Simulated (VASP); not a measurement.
# Sn (I4_1/amd) in VASP: notebook

Sn is run at these levels: PBE; tasks: single point.

Everything below comes from runs of VASP 6.6.1. Logs are shortened: lines on timing, memory, paths and dates and some standing lists are left out, and cuts for length are marked.

## (1) The cell of the first run

Symmetry: I4_1/amd, No. 141, tetragonal system. The conventional cell has a = 4.206 Å, b = 4.206 Å, c = 7.732 Å, α = 90.00°, β = 90.00°, γ = 90.00°. Sn (site symmetry -4m2) has 4 Sn at 2.86 Å within 3.8 Å.

## (2) Single point, PBE

File INCAR:

```
PREC = Accurate
ENCUT = 520
EDIFF = 1E-7
ISMEAR = 0
SIGMA = 0.15
LREAL = False
LASPH = True
NELM = 100
ALGO = Fast
ISIF = 2
LWAVE = False
LCHARG = True
GGA = PE
LELF = True
LVHAR = True
NBANDS = 21
```

File KPOINTS:

```
Automatic mesh
0
Gamma
  14 14 14
```

File POSCAR:

```
Sn
1.0
    0.0000000000      2.9738145176      3.8659588728
    2.9738145176      0.0000000000      3.8659588728
    2.9738145176      2.9738145176      0.0000000000
Sn
2
Direct
    0.5000000000      0.5000000000      0.5000000000
    0.7500000000      0.7500000000      0.7500000000
```

Potentials or basis: VASP PAW PBE potentials, release 64 (Sn_d).

On the command line:

```console
$ cat potpaw_PBE.64/Sn_d/POTCAR > POTCAR
$ mpirun -np 1 vasp_std > vasp.out
```

OUTCAR:

```text
PREC = Accurate
   ENCUT = 520
   EDIFF = 1E-7
   ISMEAR = 0
   LREAL = False
   LASPH = True
   NELM = 100
   ISIF = 2
   GGA = PE

 ion  position               nearest neighbor table
   1  0.500  0.500  0.500-   2 2.86   2 2.86   2 2.86   2 2.86
   2  0.750  0.750  0.750-   1 2.86   1 2.86   1 2.86   1 2.86

  LATTYP: Found a body centered tetragonal cell.
 ALAT       =     4.2056088228
 C/A-ratio  =     1.8384776310

  Lattice vectors:

 A1 = (  -2.9738145176,   0.0000000000,   3.8659588728)
 A2 = (   2.9738145176,   0.0000000000,   3.8659588728)
 A3 = (   0.0000000000,   2.9738145176,  -3.8659588728)

Analysis of symmetry for initial positions (statically):
=====================================================================
 Subroutine PRICEL returns:
 Original cell was already a primitive cell.

 Routine SETGRP: Setting up the symmetry group for a
 body centered tetragonal supercell.

 Subroutine GETGRP returns: Found 16 space group operations
 (whereof  8 operations were pure point group operations)
 out of a pool of 16 trial point group operations.

The static configuration has the point symmetry D_2d.
 The point group associated with its full space group is D_4h.

Analysis of symmetry for dynamics (positions and initial velocities):
=====================================================================
 Subroutine PRICEL returns:
 Original cell was already a primitive cell.

 Routine SETGRP: Setting up the symmetry group for a
 body centered tetragonal supercell.

 Subroutine GETGRP returns: Found 16 space group operations
 (whereof  8 operations were pure point group operations)
 out of a pool of 16 trial point group operations.

The dynamic configuration has the point symmetry D_2d.
 The point group associated with its full space group is D_4h.

 Subroutine INISYM returns: Found 16 space group operations
 (whereof  8 operations are pure point group operations),
 and found     1 'primitive' translations

----------------------------------------------------------------------------------------

                                     Primitive cell

  volume of cell :      68.3778

  direct lattice vectors                    reciprocal lattice vectors
     0.000000000  2.973814518  3.865958873    -0.168134225  0.168134225  0.129334019
     2.973814518  0.000000000  3.865958873     0.168134225 -0.168134225  0.129334019
     2.973814518  2.973814518  0.000000000     0.168134225  0.168134225 -0.129334019

  length of vectors
     4.877418456  4.877418456  4.205608823     0.270676050  0.270676050  0.270676050

  position of ions in fractional coordinates (direct lattice)
     0.500000000  0.500000000  0.500000000
     0.750000000  0.750000000  0.750000000

  ion indices of the primitive-cell ions
   primitive index   ion index
                 1           1
                 2           2

----------------------------------------------------------------------------------------

 KPOINTS: Automatic mesh

Automatic generation of k-mesh.
 Grid dimensions read from file:
 generate k-points for:   14   14   14

 Generating k-lattice:

  Cartesian coordinates                     Fractional coordinates (reciprocal lattice)
    -0.012009588  0.012009588  0.009238144     0.071428571  0.000000000  0.000000000
     0.012009588 -0.012009588  0.009238144     0.000000000  0.071428571  0.000000000
     0.012009588  0.012009588 -0.009238144     0.000000000  0.000000000  0.071428571

  Length of vectors
     0.019334004  0.019334004  0.019334004

  Shift w.r.t. Gamma in fractional coordinates (k-lattice)
     0.000000000  0.000000000  0.000000000

 Subroutine IBZKPT returns following result:
 ===========================================

 Found    244 irreducible k-points:

 Following reciprocal coordinates:
            Coordinates               Weight
  0.000000  0.000000  0.000000      1.000000
  0.071429 -0.000000  0.000000      8.000000
  0.142857 -0.000000  0.000000      8.000000
  0.214286 -0.000000  0.000000      8.000000
  0.285714 -0.000000  0.000000      8.000000
  0.357143 -0.000000  0.000000      8.000000
[... 16 lines left out ...]
  0.214286  0.142857  0.000000      8.000000
  0.285714  0.142857  0.000000      8.000000
 [... further k-points ...]
   k-points           NKPTS =    244   k-points in BZ     NKDIM =    244   number of bands    NBANDS=     21
   number of dos      NEDOS =    301   number of ions     NIONS =      2
   total plane-waves  NPLWV =  41472
   dimension x,y,z NGX =    36 NGY =   36 NGZ =   32
   dimension x,y,z NGXF=    72 NGYF=   72 NGZF=   64
   ions per type =               2
   NGX,Y,Z   is equivalent  to a cutoff of  12.27, 12.27, 12.65 a.u.
   NGXF,Y,Z  is equivalent  to a cutoff of  24.54, 24.54, 25.30 a.u.
 SYSTEM =  unknown system
   PREC   = accura    normal or accurate (medium, high low for compatibility)
   ISTART =      0    job   : 0-new  1-cont  2-samecut
   ICHARG =      2    charge: 1-file 2-atom 10-const
   ISPIN  =      1    spin polarized calculation?
   LNONCOLLINEAR =      F non collinear calculations
   LSORBIT =      F    spin-orbit coupling
   LASPH  =      T    aspherical Exc in radial PAW
   ENCUT  =  520.0 eV  38.22 Ry    6.18 a.u.   9.07  9.07  7.82*2*pi/ulx,y,z
   NELM   =    100;   NELMIN=  2; NELMDL= -5     # of ELM steps
   EDIFF  = 0.1E-06   stopping-criterion for ELM
   LREAL  =      F    real-space projection
   EDIFFG = 0.1E-05   stopping-criterion for IOM
   NSW    =      0    number of steps for IOM
   IBRION =     -1    ionic relax: 0-MD 1-quasi-New 2-CG
   NFREE  =      0    steps in history (QN), initial steepest desc. (CG)
   ISIF   =      2    stress and relaxation
   ISYM   =      2    0-nonsym 1-usesym 2-fastsym
   POTIM  = 0.5000    time-step for ionic-motion
   TEBEG  =    0.0;   TEEND  =   0.0 temperature during run
   PSTRESS=    0.0 pullay stress
   NELECT =      28.0000    total number of electrons
   NUPDOWN=      -1.0000    fix difference up-down
   EMIN   =  10.00;   EMAX   =-10.00  energy-range for DOS
   EFERMI =   0.00;   METHOD = LEGACY
   ISMEAR =     0;   SIGMA  =   0.15  broadening in eV -4-tet -1-fermi 0-gaus
   EFERMI_NEDOS =   21; number of points for ismear=-14 and -15
   IALGO  =     68    algorithm
   IMIX   =      4    mixing-type and parameters
     AMIX     =   0.40;   BMIX     =  1.00
     AMIX_MAG =   1.60;   BMIX_MAG =  1.00
  volume/ion in A,a.u.               =      34.19       230.72
  Fermi-wavevector in a.u.,A,eV,Ry     =   1.215689  2.297319 20.108049  1.477900
  Thomas-Fermi vector in A             =   2.351068
   LORBIT       =      0    0 simple, 1 ext, 2 COOP (PROOUT), +10 PAW based schemes
   GGA     = PE    functional components
   LHFCALC =     F    Hartree Fock is set to
   AEXX    =    0.0000 exact exchange contribution
   IVDW    =     0    specifies the selected vdW correction
   LEPSILON=     F    determine dielectric tensor
   LRPA    =     F    only Hartree local field effects (RPA)
 non-spin polarized calculation
 RMM-DIIS sequential band-by-band and
 Gauss-broadening in eV      SIGMA  =   0.15
  energy-cutoff  :      520.00
  volume of cell :       68.38
 maximum number of plane-waves:      1870
   NGX = 19   NGY = 19   NGZ = 15

 number of electron      28.0000006 magnetization

 Free energy of the ion-electron system (eV)
  ---------------------------------------------------
  ext. energy  EPLUGINS =         0.00000000
  ---------------------------------------------------
  free energy    TOTEN  =        -7.32008598 eV

  energy without entropy =       -7.31163687  energy(sigma->0) =       -7.31586142

 E-fermi :   5.7683     XC(G=0):  -8.9540

 val. band max:        5.7619371770   @ k =   0.3571   0.0000   0.3571
 cond. band min:       5.7704199239   @ k =  -0.0714   0.0000   0.0714
 fundamental gap:      0.0084827469
 Fermi energy:         5.7682522152

 k-point     1 :       0.0000    0.0000    0.0000
  band No.  band energies     occupation
      1     -16.0307      2.00000
      2     -16.0307      2.00000
      3     -15.9676      2.00000
      4     -15.9590      2.00000
      5     -15.9460      2.00000
      6     -15.7840      2.00000
[... 13 lines left out ...]
     20      11.3854      0.00000
     21      12.0641      0.00000

 k-point     2 :       0.0714   -0.0000    0.0000
  band No.  band energies     occupation
      1     -16.0347      2.00000
      2     -16.0305      2.00000
      3     -15.9791      2.00000
      4     -15.9437      2.00000
      5     -15.9425      2.00000
      6     -15.7855      2.00000
[... 13 lines left out ...]
     20      11.3470      0.00000
     21      12.4521      0.00000

 k-point     3 :       0.1429   -0.0000    0.0000
  band No.  band energies     occupation
      1     -16.0442      2.00000
      2     -16.0300      2.00000
      3     -15.9895      2.00000
      4     -15.9343      2.00000
      5     -15.9229      2.00000
      6     -15.7897      2.00000
[... 13 lines left out ...]
     20      11.8300      0.00000
     21      13.3749      0.00000

 k-point     4 :       0.2143   -0.0000    0.0000
  band No.  band energies     occupation
      1     -16.0554      2.00000
      2     -16.0296      2.00000
      3     -15.9950      2.00000
      4     -15.9254      2.00000
      5     -15.9020      2.00000
      6     -15.7955      2.00000
[... 13 lines left out ...]
     20      12.5976      0.00000
     21      13.6211      0.00000

 k-point     5 :       0.2857   -0.0000    0.0000
  band No.  band energies     occupation
      1     -16.0657      2.00000
      2     -16.0296      2.00000
      3     -15.9965      2.00000
      4     -15.9183      2.00000
      5     -15.8834      2.00000
      6     -15.8018      2.00000
[... 13 lines left out ...]
     20      13.3373      0.00000
     21      13.5208      0.00000
[... 382 lines left out ...]
     20      11.9382      0.00000
     21      12.8628      0.00000

 k-point    22 :       0.1429    0.1429    0.0000
  band No.  band energies     occupation
      1     -16.0480      2.00000
      2     -16.0480      2.00000
      3     -16.0180      2.00000
      4     -15.9355      2.00000
      5     -15.8861      2.00000
      6     -15.8301      2.00000
[... 13 lines left out ...]
     20      11.5849      0.00000
     21      13.7630      0.00000

 k-point    23 :       0.2143    0.1429    0.0000
  band No.  band energies     occupation
      1     -16.0572      2.00000
      2     -16.0544      2.00000
      3     -16.0252      2.00000
      4     -15.9288      2.00000
      5     -15.8651      2.00000
      6     -15.8469      2.00000
[... 13 lines left out ...]
     20      12.1514      0.00000
     21      14.4407      0.00000

 k-point    24 :       0.2857    0.1429    0.0000
  band No.  band energies     occupation
      1     -16.0673      2.00000
      2     -16.0574      2.00000
      3     -16.0271      2.00000
      4     -15.9209      2.00000
      5     -15.8606      2.00000
      6     -15.8449      2.00000
[... 13 lines left out ...]
     20      12.9044      0.00000
     21      14.6802      0.00000

 [... further k-points ...]
[... 5 lines left out ...]
  --------------------------------------------------------------------------------------
  -------------------------------------------------------------------------------------
  Total        2.3130473      2.3130473     -0.9442401      0.0000000      0.0000000      0.0000000
  in kB       54.1976082     54.1976082    -22.1247325      0.0000000      0.0000000      0.0000000
  external PRESSURE =      28.7568280 kB  Pullay stress =       0.0000000 kB

 VOLUME and BASIS-vectors are now :
 -----------------------------------------------------------------------------
  energy-cutoff  :      520.00
  volume of cell :       68.38
      direct lattice vectors                 reciprocal lattice vectors
     0.000000000  2.973814518  3.865958873    -0.168134225  0.168134225  0.129334019
     2.973814518  0.000000000  3.865958873     0.168134225 -0.168134225  0.129334019
     2.973814518  2.973814518  0.000000000     0.168134225  0.168134225 -0.129334019

 POSITION                                       TOTAL-FORCE (eV/Angst)
 -----------------------------------------------------------------------------------
      2.97381      2.97381      3.86596        -0.000000     -0.000000     -0.000000
      4.46072      4.46072      5.79894         0.000000      0.000000      0.000000
 -----------------------------------------------------------------------------------
    total drift:                                0.000000      0.000000      0.000000

  FREE ENERGIE OF THE ION-ELECTRON SYSTEM (eV)
  ---------------------------------------------------
  free  energy   TOTEN  =        -7.3200859759 eV

  energy  without entropy=       -7.3116368728  energy(sigma->0) =       -7.31586142
```

It took 4.5 min on 1 thread of Intel Xeon Platinum 8259CL at 2.50GHz (Skylake/Cascade Lake), shared host; peak memory 0.4 GiB.

What came out:

| Property | Result |
| --- | --- |
| Free energy | -7.3201 eV |
| Pressure | 2.9 GPa |
| Band gap on the k mesh | zero (band 14 reaches 6.48 eV, above the bottom of band 15 at 5.62 eV) |

Stress tensor (GPa, compression positive):
```
 5.42  0.00  0.00
 0.00  5.42  0.00
 0.00  0.00 -2.21
```

Caveat: spin-orbit coupling is left out, which moves the levels of the heavy elements.

## (3) Single point, PBE

This run uses another cell than the first one, of the same volume but with other edges.

File INCAR:

```
  ALGO = Fast
  EDIFF = 1E-6
  ENCUT = 520
  GGA = PE
  ISIF = 2
  ISMEAR = 0
  LASPH = True
  LCHARG = False
  LREAL = False
  LWAVE = False
  NBANDS = 21
  NELM = 100
  PREC = Accurate
  SIGMA = 0.15
```

File KPOINTS:

```
k-points
0
Gamma
  14 14 14
```

File POSCAR:

```
Sn
1.0
    0.0000000000      3.3370730904      3.0701072432
    3.3370730904      0.0000000000      3.0701072432
    3.3370730904      3.3370730904      0.0000000000
Sn
2
Direct
    0.5000000000      0.5000000000      0.5000000000
    0.7500000000      0.7500000000      0.7500000000
```

Potentials or basis: VASP PAW PBE potentials, release 64 (Sn_d).

On the command line:

```console
$ cat potpaw_PBE.64/Sn_d/POTCAR > POTCAR
$ mpirun -np 1 vasp_std > vasp.out
```

Wall time 4.4 min (1 thread of Intel Xeon Platinum 8259CL at 2.50GHz (Skylake/Cascade Lake), shared host); peak memory 0.41 GiB.

Results (log left out):

* Free energy: -7.6192 eV
* Pressure: 3.1 GPa
* Band gap on the k mesh: zero (band 14 reaches 5.73 eV, above the bottom of band 15 at 5.55 eV)

Stress tensor (GPa, compression positive):
```
2.39 0.00 0.00
0.00 2.39 0.00
0.00 0.00 4.42
```

Levels at points of the mesh, in eV from the Fermi level:
| k point | band 10 | band 11 | band 12 | band 13 | band 14 | band 15 | band 16 | band 17 | band 18 | band 19 |
| --- | --- | --- | --- | --- | --- | --- | --- | --- | --- | --- |
| (0.00, 0.00, 0.00) | -21.33 | -10.64 | -0.73 | -0.13 | -0.13 | 0.38 | 1.91 | 2.26 | 2.26 | 4.99 |
| (0.50, 0.00, 0.00) | -21.29 | -9.01 | -6.33 | -1.43 | -0.88 | -0.14 | 3.00 | 3.45 | 5.66 | 8.04 |
| (0.50, 0.50, 0.00) | -21.32 | -7.35 | -7.35 | -2.79 | -2.79 | 0.45 | 0.45 | 7.72 | 7.72 | 9.35 |
| (0.50, 0.00, 0.50) | -21.28 | -7.64 | -7.64 | -2.33 | -2.33 | 0.96 | 0.96 | 7.37 | 7.37 | 8.81 |

Caveat: spin-orbit coupling is left out, which moves the levels of the heavy elements.
